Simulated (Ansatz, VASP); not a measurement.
# One calculation of Al32H, two programs

File INCAR:

```
SYSTEM = Al32H
PREC = Accurate ; ENCUT = 520
EDIFF = 1E-7 ; ISMEAR = 0
SIGMA = 0.1 ; LREAL = Auto
LASPH = .TRUE. ; NELM = 100
ALGO = Normal ; ISIF = 2
LWAVE = .FALSE. ; LCHARG = .FALSE.
LDIPOL = .TRUE. ; IDIPOL = 3
DIPOL = 0.5 0.5 0.371 ; GGA = PE
IVDW = 12 ; NBANDS = 70
```

Contents of KPOINTS:

```
regular mesh
0
G
  6 6 1
  0 0 0
```

Contents of POSCAR:

```
Al32H
1.0
    5.6288445222      0.0000000000      0.0000000000
   -2.8144222611      4.8747223502      0.0000000000
    0.0000000000      0.0000000000     33.5549453352
Al H
32 1
Direct
    0.1666666667      0.3333333333      0.1192074658
    0.1666666667      0.8333333333      0.1192074658
    0.6666666667      0.3333333333      0.1192074658
    0.6666666667      0.8333333333      0.1192074658
    0.0000000000      0.0000000000      0.1880575786
    0.0000000000      0.5000000000      0.1880575786
    0.5000000000      0.0000000000      0.1880575786
    0.5000000000      0.5000000000      0.1880575786
    0.3333333333      0.1666666667      0.2569076914
    0.3333333333      0.6666666667      0.2569076914
    0.8333333333      0.1666666667      0.2569076914
    0.8333333333      0.6666666667      0.2569076914
    0.0000000000      0.0000000000      0.3257578042
    0.0000000000      0.5000000000      0.3257578042
    0.5000000000      0.0000000000      0.3257578042
    0.5000000000      0.5000000000      0.3257578042
    0.1666666667      0.3333333333      0.3941383343
    0.1666666667      0.8333333333      0.3941383343
    0.6666666667      0.3333333333      0.3941383343
    0.6666666667      0.8333333333      0.3941383343
    0.0000000000      0.0000000000      0.4632563468
    0.0000000000      0.5000000000      0.4632563468
    0.5000000000      0.0000000000      0.4632563468
    0.5000000000      0.5000000000      0.4632563468
    0.3333333333      0.1666666667      0.5326957441
    0.3333333333      0.6666666667      0.5326957441
    0.8333333333      0.1666666667      0.5326957441
    0.8333333333      0.6666666667      0.5326957441
    0.0000000000      0.0000000000      0.6036351761
    0.0000000000      0.5000000000      0.6036351761
    0.5000000000      0.0000000000      0.6036351761
    0.5000000000      0.5000000000      0.6036351761
    0.1666666667      0.0833333333      0.7019813354
```

Input for Ansatz:

```yaml
crystal:
  lattice:
    - [5.6288445222, 0.0, 0.0]
    - [-2.8144222611, 4.8747223502, 0.0]
    - [0.0, 0.0, 33.5549453352]
  atoms:
    - { symbol: Al, position: [0.1666666667, 0.3333333333, 0.1192074658] }
    - { symbol: Al, position: [0.1666666667, 0.8333333333, 0.1192074658] }
    - { symbol: Al, position: [0.6666666667, 0.3333333333, 0.1192074658] }
    - { symbol: Al, position: [0.6666666667, 0.8333333333, 0.1192074658] }
    - { symbol: Al, position: [0.0, 0.0, 0.1880575786] }
    - { symbol: Al, position: [0.0, 0.5, 0.1880575786] }
    - { symbol: Al, position: [0.5, 0.0, 0.1880575786] }
    - { symbol: Al, position: [0.5, 0.5, 0.1880575786] }
    - { symbol: Al, position: [0.3333333333, 0.1666666667, 0.2569076914] }
    - { symbol: Al, position: [0.3333333333, 0.6666666667, 0.2569076914] }
    - { symbol: Al, position: [0.8333333333, 0.1666666667, 0.2569076914] }
    - { symbol: Al, position: [0.8333333333, 0.6666666667, 0.2569076914] }
    - { symbol: Al, position: [0.0, 0.0, 0.3257578042] }
    - { symbol: Al, position: [0.0, 0.5, 0.3257578042] }
    - { symbol: Al, position: [0.5, 0.0, 0.3257578042] }
    - { symbol: Al, position: [0.5, 0.5, 0.3257578042] }
    - { symbol: Al, position: [0.1666666667, 0.3333333333, 0.3941383343] }
    - { symbol: Al, position: [0.1666666667, 0.8333333333, 0.3941383343] }
    - { symbol: Al, position: [0.6666666667, 0.3333333333, 0.3941383343] }
    - { symbol: Al, position: [0.6666666667, 0.8333333333, 0.3941383343] }
    - { symbol: Al, position: [0.0, 0.0, 0.4632563468] }
    - { symbol: Al, position: [0.0, 0.5, 0.4632563468] }
    - { symbol: Al, position: [0.5, 0.0, 0.4632563468] }
    - { symbol: Al, position: [0.5, 0.5, 0.4632563468] }
    - { symbol: Al, position: [0.3333333333, 0.1666666667, 0.5326957441] }
    - { symbol: Al, position: [0.3333333333, 0.6666666667, 0.5326957441] }
    - { symbol: Al, position: [0.8333333333, 0.1666666667, 0.5326957441] }
    - { symbol: Al, position: [0.8333333333, 0.6666666667, 0.5326957441] }
    - { symbol: Al, position: [0.0, 0.0, 0.6036351761] }
    - { symbol: Al, position: [0.0, 0.5, 0.6036351761] }
    - { symbol: Al, position: [0.5, 0.0, 0.6036351761] }
    - { symbol: Al, position: [0.5, 0.5, 0.6036351761] }
    - { symbol: H, position: [0.1666666667, 0.0833333333, 0.7019813354] }
basis:
  ecutwfc: 420
kpoints:
  mp_grid: { grid: [6, 6, 1] }
hamiltonian:
  xc: pbe
  pseudopotentials: { kind: paw, azcp: { folder: soft_1 } }
  dispersion: d3bj
scf:
  occupations: { method: gaussian, width: 0.1 }
output:
  forces: true
  eigenvalues: true
efield:
  axis: 3
  dipole_correction: true
  ramp_width: 0.04
```

Alike in both runs: task single point; functional PBE; dispersion D3(BJ); k mesh 6 × 6 × 1; occupations gaussian, width 0.1 eV; no spin polarisation.

```csv
,VASP,Ansatz
version,VASP 6.6.1,Ansatz 0.2.0
potentials or method,"VASP PAW PBE potentials, release 64 (Al, H), cutoff 520 eV","scalar-relativistic, plane waves, PAW"
valence electrons in the cell,97,97
```

VASP gave:

```
gap on the k mesh at the Fermi level (eV) : none
rms of the force components (eV/Å)        : 0.097
```

Question: Estimate Ansatz's values.

Answer: gap on the k mesh at the Fermi level (eV): none; rms of the force components (eV/Å): 0.096.

Atom by atom the forces differ by 0.001 eV/Å (rms over components). A gap of «none» marks a metal or a gap that the smearing closes.
